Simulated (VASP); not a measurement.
# CH3 in VASP: single point with PBE+D3(BJ)

Aim: the single point of CH3 with PBE+D3(BJ).

All numbers are computed with VASP 6.6.1; they aren't measurements. Logs are shortened: lines on timing, memory, paths and dates and some standing lists are left out, and cuts for length are marked.

## 1. The cell of the first run

The cell holds a molecule in a box, 4 atoms: a = 15.000 Å, b = 15.500 Å, c = 16.000 Å, α = 90.00°, β = 90.00°, γ = 90.00°.

## 2. Single point, PBE+D3(BJ), collinear spin

INCAR reads:

```
  PREC = Accurate
  ENCUT = 520
  EDIFF = 1E-6
  ISMEAR = 0
  SIGMA = 0.005
  LREAL = False
  LASPH = True
  NELM = 150
  ALGO = Normal
  ISIF = 2
  LWAVE = False
  LCHARG = True
  ISPIN = 2
  MAGMOM = 1 0 0 0
  LORBIT = 11
  GGA = PE
  IVDW = 12
  LELF = True
  LVHAR = True
  NBANDS = 16
  ISYM = 0
```

KPOINTS reads:

```
regular mesh
0
Gamma
  1 1 1
```

POSCAR reads:

```
H3C
1.0
   15.0000000000      0.0000000000      0.0000000000
    0.0000000000     15.5000000000      0.0000000000
    0.0000000000      0.0000000000     16.0000000000
C H
1 3
Direct
    0.4999995347      0.4999998555      0.4999954995
    0.5723723946      0.4994465742      0.4988277731
    0.4643403657      0.5609203734      0.5021304274
    0.4632877050      0.4396331968      0.4990463001
```

Potentials or basis: VASP PAW PBE potentials, release 64 (C, H).

Launch:

```console
$ cat potpaw_PBE.64/C/POTCAR potpaw_PBE.64/H/POTCAR > POTCAR
$ mpirun -np 1 vasp_gam > vasp.out
```

OUTCAR:

```text
PREC = Accurate
   ENCUT = 520
   EDIFF = 1E-6
   ISMEAR = 0
   LREAL = False
   LASPH = True
   NELM = 150
   ISIF = 2
   ISPIN = 2
   LORBIT = 11
   GGA = PE
   IVDW = 12
   ISYM = 0
 IVDW          = 12

 ion  position               nearest neighbor table
   1  0.500  0.500  0.500-   3 1.09   2 1.09   4 1.09
   2  0.572  0.499  0.499-   1 1.09
   3  0.464  0.561  0.502-   1 1.09
   4  0.463  0.440  0.499-   1 1.09

IMPORTANT INFORMATION: All symmetrisations will be switched off!
NOSYMM: (Re-)initialisation of all symmetry stuff for point group C_1.

----------------------------------------------------------------------------------------

                                     Primitive cell

  volume of cell :    3720.0000

  direct lattice vectors                    reciprocal lattice vectors
    15.000000000  0.000000000  0.000000000     0.066666667  0.000000000  0.000000000
     0.000000000 15.500000000  0.000000000     0.000000000  0.064516129  0.000000000
     0.000000000  0.000000000 16.000000000     0.000000000  0.000000000  0.062500000

  length of vectors
    15.000000000 15.500000000 16.000000000     0.066666667  0.064516129  0.062500000

  position of ions in fractional coordinates (direct lattice)
     0.499999535  0.499999856  0.499995500
     0.572372395  0.499446574  0.498827773
     0.464340366  0.560920373  0.502130427
     0.463287705  0.439633197  0.499046300

  ion indices of the primitive-cell ions
   primitive index   ion index
                 1           1
                 2           2
                 3           3
                 4           4

----------------------------------------------------------------------------------------

 KPOINTS: regular mesh

Automatic generation of k-mesh.
 Grid dimensions read from file:
 generate k-points for:    1    1    1

 Generating k-lattice:

  Cartesian coordinates                     Fractional coordinates (reciprocal lattice)
     0.066666667  0.000000000  0.000000000     1.000000000  0.000000000  0.000000000
     0.000000000  0.064516129  0.000000000     0.000000000  1.000000000  0.000000000
     0.000000000  0.000000000  0.062500000     0.000000000  0.000000000  1.000000000

  Length of vectors
     0.066666667  0.064516129  0.062500000

  Shift w.r.t. Gamma in fractional coordinates (k-lattice)
     0.000000000  0.000000000  0.000000000

 Subroutine IBZKPT returns following result:
 ===========================================

 Found      1 irreducible k-points:

 Following reciprocal coordinates:
            Coordinates               Weight
  0.000000  0.000000  0.000000      1.000000
   k-points           NKPTS =      1   k-points in BZ     NKDIM =      1   number of bands    NBANDS=     16
   number of dos      NEDOS =    301   number of ions     NIONS =      4
   total plane-waves  NPLWV = ******
   dimension x,y,z NGX =   112 NGY =  120 NGZ =  120
   dimension x,y,z NGXF=   224 NGYF=  240 NGZF=  240
   ions per type =               1   3
   NGX,Y,Z   is equivalent  to a cutoff of  12.41, 12.87, 12.47 a.u.
   NGXF,Y,Z  is equivalent  to a cutoff of  24.83, 25.74, 24.94 a.u.
 SYSTEM =  unknown system
   PREC   = accura    normal or accurate (medium, high low for compatibility)
   ISTART =      0    job   : 0-new  1-cont  2-samecut
   ICHARG =      2    charge: 1-file 2-atom 10-const
   ISPIN  =      2    spin polarized calculation?
   LNONCOLLINEAR =      F non collinear calculations
   LSORBIT =      F    spin-orbit coupling
   LASPH  =      T    aspherical Exc in radial PAW
   ENCUT  =  520.0 eV  38.22 Ry    6.18 a.u.  27.89 28.82 29.75*2*pi/ulx,y,z
   NELM   =    150;   NELMIN=  2; NELMDL= -5     # of ELM steps
   EDIFF  = 0.1E-05   stopping-criterion for ELM
   LREAL  =      F    real-space projection
   EDIFFG = 0.1E-04   stopping-criterion for IOM
   NSW    =      0    number of steps for IOM
   IBRION =     -1    ionic relax: 0-MD 1-quasi-New 2-CG
   NFREE  =      0    steps in history (QN), initial steepest desc. (CG)
   ISIF   =      2    stress and relaxation
   ISYM   =      0    0-nonsym 1-usesym 2-fastsym
   POTIM  = 0.5000    time-step for ionic-motion
   TEBEG  =    0.0;   TEEND  =   0.0 temperature during run
   PSTRESS=    0.0 pullay stress
   NELECT =       7.0000    total number of electrons
   NUPDOWN=      -1.0000    fix difference up-down
   EMIN   =  10.00;   EMAX   =-10.00  energy-range for DOS
   EFERMI =   0.00;   METHOD = LEGACY
   ISMEAR =     0;   SIGMA  =   0.01  broadening in eV -4-tet -1-fermi 0-gaus
   EFERMI_NEDOS =   21; number of points for ismear=-14 and -15
   IALGO  =     38    algorithm
   IMIX   =      4    mixing-type and parameters
     AMIX     =   0.40;   BMIX     =  1.00
     AMIX_MAG =   1.60;   BMIX_MAG =  1.00
  volume/ion in A,a.u.               =     930.00      6275.95
  Fermi-wavevector in a.u.,A,eV,Ry     =   0.202113  0.381937  0.555791  0.040849
  Thomas-Fermi vector in A             =   0.958629
   LORBIT       =     11    0 simple, 1 ext, 2 COOP (PROOUT), +10 PAW based schemes
   GGA     = PE    functional components
   LHFCALC =     F    Hartree Fock is set to
   AEXX    =    0.0000 exact exchange contribution
   IVDW    =    12    specifies the selected vdW correction
   LEPSILON=     F    determine dielectric tensor
   LRPA    =     F    only Hartree local field effects (RPA)
 spin polarized calculation
 Gauss-broadening in eV      SIGMA  =   0.01
  energy-cutoff  :      520.00
  volume of cell :     3720.00
 maximum number of plane-waves:     50071
 NGX is ok and might be reduce to   112
   NGX = 55   NGY = 57   NGZ = 59

 number of electron       6.9999999 magnetization       1.0000000

 Free energy of the ion-electron system (eV)
  ---------------------------------------------------
  ext. energy  EPLUGINS =         0.00000000
  ---------------------------------------------------
  free energy    TOTEN  =       -18.16702122 eV

  energy without entropy =      -18.16702122  energy(sigma->0) =      -18.16702122

 E-fermi :  -5.3659     XC(G=0):  -0.1960

 val. band max:       -5.4004523405   @ k =   0.0000   0.0000   0.0000
 cond. band min:      -2.8766612652   @ k =   0.0000   0.0000   0.0000
 fundamental gap:      2.5237910753
 Fermi energy:        -5.3659409184

 spin component 1

 k-point     1 :       0.0000    0.0000    0.0000
  band No.  band energies     occupation
      1     -16.8414      1.00000
      2     -10.1889      1.00000
      3     -10.1887      1.00000
      4      -5.4005      1.00000
      5      -0.4795      0.00000
      6       0.2093      0.00000
      7       0.3993      0.00000
      8       0.4066      0.00000
      9       0.4268      0.00000
     10       0.5721      0.00000
     11       0.6146      0.00000
     12       0.9709      0.00000
     13       0.9882      0.00000
     14       0.9914      0.00000
     15       0.9965      0.00000
 Fermi energy:        -5.3659409184

 spin component 2

 k-point     1 :       0.0000    0.0000    0.0000
  band No.  band energies     occupation
      1     -15.9059      1.00000
      2      -9.9254      1.00000
      3      -9.9252      1.00000
      4      -2.8767      0.00000
      5      -0.2654      0.00000
      6       0.2640      0.00000
      7       0.4767      0.00000
      8       0.5082      0.00000
      9       0.5702      0.00000
     10       0.6065      0.00000
     11       0.6339      0.00000
     12       1.0086      0.00000
     13       1.0228      0.00000
     14       1.0332      0.00000
     15       1.1538      0.00000
 [bands above 15 left out]

------------------------ aborting loop because EDIFF is reached ----------------------------------------

 Edisp (eV)   -0.02311

 E8    (eV) :    -0.0059

  FORCE on cell =-STRESS in cart. coord.  units (eV):
  Direction    XX          YY          ZZ          XY          YZ          ZX
  --------------------------------------------------------------------------------------
  -------------------------------------------------------------------------------------
  Total      -0.02293    -0.02368    -0.05088    -0.00066     0.00076    -0.00069
  in kB      -0.00987    -0.01020    -0.02192    -0.00028     0.00033    -0.00030
  external pressure =       -0.01 kB  Pullay stress =        0.00 kB

 VOLUME and BASIS-vectors are now :
 -----------------------------------------------------------------------------
  energy-cutoff  :      520.00
  volume of cell :     3720.00
      direct lattice vectors                 reciprocal lattice vectors
    15.000000000  0.000000000  0.000000000     0.066666667  0.000000000  0.000000000
     0.000000000 15.500000000  0.000000000     0.000000000  0.064516129  0.000000000
     0.000000000  0.000000000 16.000000000     0.000000000  0.000000000  0.062500000

 POSITION                                       TOTAL-FORCE (eV/Angst)
 -----------------------------------------------------------------------------------
      7.49999      7.75000      7.99993        -0.000135     -0.000666      0.000299
      8.58559      7.74142      7.98124         0.018531     -0.000327     -0.000569
      6.96511      8.69427      8.03409        -0.009341      0.016221      0.000788
      6.94932      6.81431      7.98474        -0.009055     -0.015228     -0.000518
 -----------------------------------------------------------------------------------
    total drift:                               -0.000071      0.000037     -0.000273

  FREE ENERGIE OF THE ION-ELECTRON SYSTEM (eV)
  ---------------------------------------------------
  free  energy   TOTEN  =       -18.1901271034 eV

  energy  without entropy=      -18.1901271034  energy(sigma->0) =      -18.19012710

 total charge

# of ion       s       p       d       tot
------------------------------------------
    1        0.851   1.663   0.000   2.514
    2        0.640   0.048   0.000   0.688
    3        0.640   0.048   0.000   0.688
    4        0.640   0.048   0.000   0.688
--------------------------------------------------
tot          2.771   1.807   0.000   4.579

 magnetization (x)

# of ion       s       p       d       tot
------------------------------------------
    1        0.029   0.447   0.000   0.476
    2       -0.015   0.008   0.000  -0.007
    3       -0.015   0.008   0.000  -0.007
    4       -0.015   0.008   0.000  -0.007
--------------------------------------------------
tot         -0.017   0.471   0.000   0.454
```

It took 6.6 min on 1 thread of Intel Xeon 6975P-C (Granite Rapids), shared host; peak memory 3.5 GiB.

What came out:

```
Free energy                                           : -18.1901 eV
Largest force                                         : 0.019 eV/Å
Gap between the frontier levels                       : 2.52 eV
Net moment                                            : 1.00 μB per cell
Site moments                                          : C +0.48; H -0.01 μB
Valence electrons inside the program's atomic spheres : C 2.51; H 0.69
Dispersion energy per atom                            : -0.006 eV
```

Forces on the atoms (eV/Å):
```
C    0.000 -0.001  0.000
H    0.019  0.000 -0.001
H   -0.009  0.016  0.001
H   -0.009 -0.015 -0.001
```
